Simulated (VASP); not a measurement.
# Sn (I4/mmm) in VASP: notebook

The runs below take Sn through single point, with r2SCAN.

All numbers are computed with VASP 6.6.1; they aren't measurements. Logs are shortened: lines on timing, memory, paths and dates and some standing lists are left out, and cuts for length are marked.

## (1) The cell of the first run

The structure is tetragonal, space group I4/mmm (No. 139). The conventional cell has a = 3.676 Å, b = 3.676 Å, c = 4.027 Å, α = 90.00°, β = 90.00°, γ = 90.00°. Within 4.3 Å of Sn (site symmetry 4/mmm) lie 14 Sn at 3.29 to 4.03 Å.

## (2) Single point, r2SCAN

POSCAR reads:

```
Sn
1.0
   -1.8378105000      1.8378105000      2.0136571368
    1.8378105000     -1.8378105000      2.0136571368
    1.8378105000      1.8378105000     -2.0136571368
Sn
1
Direct
    0.0000000000      0.0000000000      0.0000000000
```

INCAR.step1 reads:

```
SYSTEM = Sn
PREC = Accurate ; ENCUT = 520
ISMEAR = -1 ; SIGMA = 0.1
LREAL = .FALSE. ; LASPH = .TRUE.
NELM = 60 ; NBANDS = 13
GGA = PE ; ALGO = Normal
EDIFF = 1E-4 ; LWAVE = .TRUE.
LCHARG = .FALSE.
```

INCAR.step2 reads:

```
SYSTEM = Sn
PREC = Accurate ; ENCUT = 520
EDIFF = 1E-6 ; ISMEAR = -1
SIGMA = 0.1 ; LREAL = .FALSE.
LASPH = .TRUE. ; NELM = 60
ALGO = Normal ; ISIF = 2
LWAVE = .FALSE. ; LCHARG = .FALSE.
METAGGA = R2SCAN ; LMIXTAU = .TRUE.
NBANDS = 13 ; ISTART = 1
```

KPOINTS reads:

```
Automatic mesh
0
G
  13 13 13
  0 0 0
```

Potentials or basis: VASP PAW PBE potentials, release 64 (Sn_d).

The run is started by

```sh
$ cat potpaw_PBE.64/Sn_d/POTCAR > POTCAR
$ cp INCAR.step1 INCAR
$ mpirun -np 1 vasp_std > vasp.out
$ cp INCAR.step2 INCAR
$ mpirun -np 1 vasp_std > vasp.out
```

OUTCAR:

```text
SYSTEM = Sn
   PREC = Accurate
   ENCUT = 520
   EDIFF = 1E-6
   ISMEAR = -1
   LREAL = .FALSE.
   LASPH = .TRUE.
   NELM = 60
   ISIF = 2
   METAGGA = R2SCAN
   ISTART = 1

 ion  position               nearest neighbor table
   1  0.000  0.000  0.000-

  LATTYP: Found a body centered tetragonal cell.
 ALAT       =     3.6756210000
 C/A-ratio  =     1.0956826815

  Lattice vectors:

 A1 = (  -1.8378105000,   1.8378105000,   2.0136571368)
 A2 = (   1.8378105000,  -1.8378105000,   2.0136571368)
 A3 = (   1.8378105000,   1.8378105000,  -2.0136571368)

Analysis of symmetry for initial positions (statically):
=====================================================================
 Subroutine PRICEL returns:
 Original cell was already a primitive cell.

 Routine SETGRP: Setting up the symmetry group for a
 body centered tetragonal supercell.

 Subroutine GETGRP returns: Found 16 space group operations
 (whereof 16 operations were pure point group operations)
 out of a pool of 16 trial point group operations.

The static configuration has the point symmetry D_4h.

Analysis of symmetry for dynamics (positions and initial velocities):
=====================================================================
 Subroutine PRICEL returns:
 Original cell was already a primitive cell.

 Routine SETGRP: Setting up the symmetry group for a
 body centered tetragonal supercell.

 Subroutine GETGRP returns: Found 16 space group operations
 (whereof 16 operations were pure point group operations)
 out of a pool of 16 trial point group operations.

The dynamic configuration has the point symmetry D_4h.

 Subroutine INISYM returns: Found 16 space group operations
 (whereof 16 operations are pure point group operations),
 and found     1 'primitive' translations

----------------------------------------------------------------------------------------

                                     Primitive cell

  volume of cell :      27.2049

  direct lattice vectors                    reciprocal lattice vectors
    -1.837810500  1.837810500  2.013657137     0.000000000  0.272062870  0.248304436
     1.837810500 -1.837810500  2.013657137     0.272062870  0.000000000  0.248304436
     1.837810500  1.837810500 -2.013657137     0.272062870  0.272062870  0.000000000

  length of vectors
     3.287842748  3.287842748  3.287842748     0.368338565  0.368338565  0.384755001

  position of ions in fractional coordinates (direct lattice)
     0.000000000  0.000000000  0.000000000

  ion indices of the primitive-cell ions
   primitive index   ion index
                 1           1

----------------------------------------------------------------------------------------

 KPOINTS: Automatic mesh

Automatic generation of k-mesh.
 Grid dimensions read from file:
 generate k-points for:   13   13   13

 Generating k-lattice:

  Cartesian coordinates                     Fractional coordinates (reciprocal lattice)
     0.000000000  0.020927913  0.019100341     0.076923077  0.000000000 -0.000000000
     0.020927913  0.000000000  0.019100341     0.000000000  0.076923077 -0.000000000
     0.020927913  0.020927913  0.000000000     0.000000000  0.000000000  0.076923077

  Length of vectors
     0.028333736  0.028333736  0.029596539

  Shift w.r.t. Gamma in fractional coordinates (k-lattice)
     0.000000000  0.000000000  0.000000000

 Subroutine IBZKPT returns following result:
 ===========================================

 Found    196 irreducible k-points:

 Following reciprocal coordinates:
            Coordinates               Weight
  0.000000  0.000000  0.000000      1.000000
  0.076923 -0.000000  0.000000      8.000000
  0.153846 -0.000000  0.000000      8.000000
  0.230769 -0.000000  0.000000      8.000000
  0.307692 -0.000000  0.000000      8.000000
  0.384615 -0.000000  0.000000      8.000000
[... 16 lines left out ...]
  0.384615  0.153846  0.000000     16.000000
  0.461538  0.153846  0.000000     16.000000
 [... further k-points ...]
   k-points           NKPTS =    196   k-points in BZ     NKDIM =    196   number of bands    NBANDS=     13
   number of dos      NEDOS =    301   number of ions     NIONS =      1
   total plane-waves  NPLWV =  13824
   dimension x,y,z NGX =    24 NGY =   24 NGZ =   24
   dimension x,y,z NGXF=    48 NGYF=   48 NGZF=   48
   ions per type =               1
   NGX,Y,Z   is equivalent  to a cutoff of  12.14, 12.14, 12.14 a.u.
   NGXF,Y,Z  is equivalent  to a cutoff of  24.27, 24.27, 24.27 a.u.
 SYSTEM =  Sn
   PREC   = accura    normal or accurate (medium, high low for compatibility)
   ISTART =      1    job   : 0-new  1-cont  2-samecut
   ICHARG =      0    charge: 1-file 2-atom 10-const
   ISPIN  =      1    spin polarized calculation?
   LNONCOLLINEAR =      F non collinear calculations
   LSORBIT =      F    spin-orbit coupling
   LASPH  =      T    aspherical Exc in radial PAW
   ENCUT  =  520.0 eV  38.22 Ry    6.18 a.u.   6.11  6.11  6.11*2*pi/ulx,y,z
   NELM   =     60;   NELMIN=  2; NELMDL=  0     # of ELM steps
   EDIFF  = 0.1E-05   stopping-criterion for ELM
   LREAL  =      F    real-space projection
   EDIFFG = 0.1E-04   stopping-criterion for IOM
   NSW    =      0    number of steps for IOM
   IBRION =     -1    ionic relax: 0-MD 1-quasi-New 2-CG
   NFREE  =      0    steps in history (QN), initial steepest desc. (CG)
   ISIF   =      2    stress and relaxation
   ISYM   =      2    0-nonsym 1-usesym 2-fastsym
   POTIM  = 0.5000    time-step for ionic-motion
   TEBEG  =    0.0;   TEEND  =   0.0 temperature during run
   PSTRESS=    0.0 pullay stress
   NELECT =      14.0000    total number of electrons
   NUPDOWN=      -1.0000    fix difference up-down
   EMIN   =  10.00;   EMAX   =-10.00  energy-range for DOS
   EFERMI =   0.00;   METHOD = LEGACY
   ISMEAR =    -1;   SIGMA  =   0.10  broadening in eV -4-tet -1-fermi 0-gaus
   EFERMI_NEDOS =   21; number of points for ismear=-14 and -15
   IALGO  =     38    algorithm
   IMIX   =      4    mixing-type and parameters
     AMIX     =   0.40;   BMIX     =  1.00
     AMIX_MAG =   1.60;   BMIX_MAG =  1.00
  volume/ion in A,a.u.               =      27.20       183.59
  Fermi-wavevector in a.u.,A,eV,Ry     =   1.311903  2.479138 23.416858  1.721090
  Thomas-Fermi vector in A             =   2.442333
   LORBIT       =      0    0 simple, 1 ext, 2 COOP (PROOUT), +10 PAW based schemes
   METAGGA = R2SCAN    functional components
   LHFCALC =     F    Hartree Fock is set to
   AEXX    =    0.0000 exact exchange contribution
   IVDW    =     0    specifies the selected vdW correction
   LEPSILON=     F    determine dielectric tensor
   LRPA    =     F    only Hartree local field effects (RPA)
 non-spin polarized calculation
  energy-cutoff  :      520.00
  volume of cell :       27.20
 maximum number of plane-waves:       750
   NGX = 13   NGY = 13   NGZ = 13

 number of electron      14.0000012 magnetization

 Free energy of the ion-electron system (eV)
  ---------------------------------------------------
  ext. energy  EPLUGINS =         0.00000000
  ---------------------------------------------------
  free energy    TOTEN  =       -24.51802168 eV

  energy without entropy =      -24.50247536  energy(sigma->0) =      -24.51024852

 E-fermi :   8.0441     XC(G=0): -11.2601

 val. band max:        8.0370518026   @ k =   0.2308   0.1538   0.0000
 cond. band min:       8.0558154181   @ k =   0.3846   0.3077   0.1538
 fundamental gap:      0.0187636155
 Fermi energy:         8.0441146664

 k-point     1 :       0.0000    0.0000    0.0000
  band No.  band energies     occupation
      1     -14.2456      2.00000
      2     -14.2456      2.00000
      3     -14.2217      2.00000
      4     -14.1171      2.00000
      5     -14.0751      2.00000
      6      -3.6282      2.00000
      7      16.1522      0.00000
      8      16.5207      0.00000
      9      16.5208      0.00000
     10      20.1716      0.00000
     11      20.7198      0.00000
     12      20.7199      0.00000
     13      21.6140      0.00000

 k-point     2 :       0.0769   -0.0000    0.0000
  band No.  band energies     occupation
      1     -14.2418      2.00000
      2     -14.2410      2.00000
      3     -14.2154      2.00000
      4     -14.1186      2.00000
      5     -14.0773      2.00000
      6      -3.4953      2.00000
      7      15.0655      0.00000
      8      16.0289      0.00000
      9      16.2270      0.00000
     10      19.3686      0.00000
     11      20.3547      0.00000
     12      20.9329      0.00000
     13      21.4812      0.00000

 k-point     3 :       0.1538   -0.0000    0.0000
  band No.  band energies     occupation
      1     -14.2442      2.00000
      2     -14.2297      2.00000
      3     -14.1850      2.00000
      4     -14.1225      2.00000
      5     -14.0829      2.00000
      6      -3.0961      2.00000
      7      12.6167      0.00000
      8      15.0341      0.00000
      9      15.8847      0.00000
     10      18.7422      0.00000
     11      19.3600      0.00000
     12      20.3749      0.00000
     13      22.0183      0.00000

 k-point     4 :       0.2308   -0.0000    0.0000
  band No.  band energies     occupation
      1     -14.2531      2.00000
      2     -14.2178      2.00000
      3     -14.1360      2.00000
      4     -14.1266      2.00000
      5     -14.0887      2.00000
      6      -2.4302      2.00000
      7      10.0296      0.00000
      8      14.0226      0.00000
      9      15.4189      0.00000
     10      18.1623      0.00000
     11      18.5132      0.00000
     12      20.3344      0.00000
     13      22.6777      0.00000

 k-point     5 :       0.3077   -0.0000    0.0000
  band No.  band energies     occupation
      1     -14.2635      2.00000
      2     -14.2129      2.00000
      3     -14.1271      2.00000
      4     -14.0918      2.00000
      5     -14.0826      2.00000
      6      -1.5023      2.00000
      7       7.5830      1.98031
      8      13.1791      0.00000
      9      14.9553      0.00000
     10      17.6465      0.00000
     11      17.8794      0.00000
     12      20.7448      0.00000
     13      23.5190      0.00000
[... 257 lines left out ...]
 k-point    22 :       0.3077    0.1538    0.0000
  band No.  band energies     occupation
      1     -14.2552      2.00000
      2     -14.2015      2.00000
      3     -14.1205      2.00000
      4     -14.1048      2.00000
      5     -14.0489      2.00000
      6      -0.0508      2.00000
      7       5.9420      2.00000
      8       9.7874      0.00000
      9      13.5608      0.00000
     10      18.4101      0.00000
     11      20.8330      0.00000
     12      22.3051      0.00000
     13      22.8886      0.00000

 k-point    23 :       0.3846    0.1538    0.0000
  band No.  band energies     occupation
      1     -14.2603      2.00000
      2     -14.1995      2.00000
      3     -14.1203      2.00000
      4     -14.0982      2.00000
      5     -14.0332      2.00000
      6       1.1639      2.00000
      7       4.1903      2.00000
      8       9.5882      0.00000
      9      13.1807      0.00000
     10      18.3056      0.00000
     11      20.6726      0.00000
     12      21.9145      0.00000
     13      23.3085      0.00000

 k-point    24 :       0.4615    0.1538    0.0000
  band No.  band energies     occupation
      1     -14.2622      2.00000
      2     -14.1987      2.00000
      3     -14.1209      2.00000
      4     -14.0964      2.00000
      5     -14.0314      2.00000
      6       1.3501      2.00000
      7       3.9521      2.00000
      8       9.6997      0.00000
      9      13.0211      0.00000
     10      18.3632      0.00000
     11      19.8503      0.00000
     12      21.5660      0.00000
     13      24.8325      0.00000

 [... further k-points ...]

------------------------ aborting loop because EDIFF is reached ----------------------------------------

  FORCE on cell =-STRESS in cart. coord.  units (eV):
  Direction    XX          YY          ZZ          XY          YZ          ZX
  --------------------------------------------------------------------------------------
  -------------------------------------------------------------------------------------
  Total       -0.0881518     -0.0881518     -0.0007811      0.0000000      0.0000000      0.0000000
  in kB       -5.1915220     -5.1915220     -0.0460026      0.0000000      0.0000000      0.0000000
  external PRESSURE =      -3.4763489 kB  Pullay stress =       0.0000000 kB

 VOLUME and BASIS-vectors are now :
 -----------------------------------------------------------------------------
  energy-cutoff  :      520.00
  volume of cell :       27.20
      direct lattice vectors                 reciprocal lattice vectors
    -1.837810500  1.837810500  2.013657137     0.000000000  0.272062870  0.248304436
     1.837810500 -1.837810500  2.013657137     0.272062870  0.000000000  0.248304436
     1.837810500  1.837810500 -2.013657137     0.272062870  0.272062870  0.000000000

 POSITION                                       TOTAL-FORCE (eV/Angst)
 -----------------------------------------------------------------------------------
      0.00000      0.00000      0.00000        -0.000000     -0.000000     -0.000000
 -----------------------------------------------------------------------------------
    total drift:                               -0.000000      0.000000      0.000000

  FREE ENERGIE OF THE ION-ELECTRON SYSTEM (eV)
  ---------------------------------------------------
  free  energy   TOTEN  =       -24.5180216841 eV

  energy  without entropy=      -24.5024753590  energy(sigma->0) =      -24.51024852
```

It took 54 s on 1 thread of Intel Xeon 6975P-C (Granite Rapids), shared host; peak memory 0.19 GiB.

What came out:

```
Free energy            : -24.5180 eV
Pressure               : -0.3 GPa
Band gap on the k mesh : zero (band 7 reaches 16.15 eV, above the bottom of band 8 at 5.59 eV)
```

Caveat: the PAW data sets were made with another functional, which shifts forces and pressure a little; spin-orbit coupling is left out, which moves the levels of the heavy elements.

## (3) Single point, r2SCAN

POSCAR reads:

```
Sn
1.0
   -1.9514895000      1.9514895000      1.7858893392
    1.9514895000     -1.9514895000      1.7858893392
    1.9514895000      1.9514895000     -1.7858893392
Sn
1
Direct
    0.0000000000      0.0000000000      0.0000000000
```

INCAR.step1 reads:

```
  PREC = Accurate
  ENCUT = 520
  ISMEAR = -1
  SIGMA = 0.1
  LREAL = False
  LASPH = True
  NELM = 80
  NBANDS = 13
  GGA = PE
  ALGO = Normal
  EDIFF = 1E-4
  LWAVE = True
  LCHARG = False
```

INCAR.step2 reads:

```
  PREC = Accurate
  ENCUT = 520
  EDIFF = 1E-6
  ISMEAR = -1
  SIGMA = 0.1
  LREAL = False
  LASPH = True
  NELM = 80
  ALGO = Normal
  ISIF = 2
  LWAVE = False
  LCHARG = False
  METAGGA = R2SCAN
  LMIXTAU = True
  NBANDS = 13
  ISTART = 1
```

KPOINTS reads:

```
Automatic mesh
0
Gamma
  13 13 13
```

Potentials or basis: VASP PAW PBE potentials, release 64 (Sn_d).

The run is started by

```sh
$ cat potpaw_PBE.64/Sn_d/POTCAR > POTCAR
$ cp INCAR.step1 INCAR
$ mpirun -np 1 vasp_std > vasp.out
$ cp INCAR.step2 INCAR
$ mpirun -np 1 vasp_std > vasp.out
```

Wall time 54 s (1 thread of Intel Xeon 6975P-C (Granite Rapids), shared host); peak memory 0.19 GiB.

The run converged. Its results:

* Free energy: -24.5194 eV
* Pressure: -0.4 GPa
* Band gap on the k mesh: zero (band 7 reaches 16.08 eV, above the bottom of band 8 at 5.59 eV)

Stress tensor (GPa, compression positive):
```
 0.08  0.00  0.00
 0.00  0.08  0.00
 0.00  0.00 -1.46
```

Levels at points of the mesh, in eV from the Fermi level:
| k point | band 4 | band 5 | band 6 | band 7 | band 8 | band 9 | band 10 | band 11 |
| --- | --- | --- | --- | --- | --- | --- | --- | --- |
| (0.00, 0.00, 0.00) | -22.15 | -22.10 | -11.65 | 8.05 | 8.05 | 8.95 | 12.00 | 12.75 |

Caveat: the PAW data sets were made with another functional, which shifts forces and pressure a little; spin-orbit coupling is left out, which moves the levels of the heavy elements.
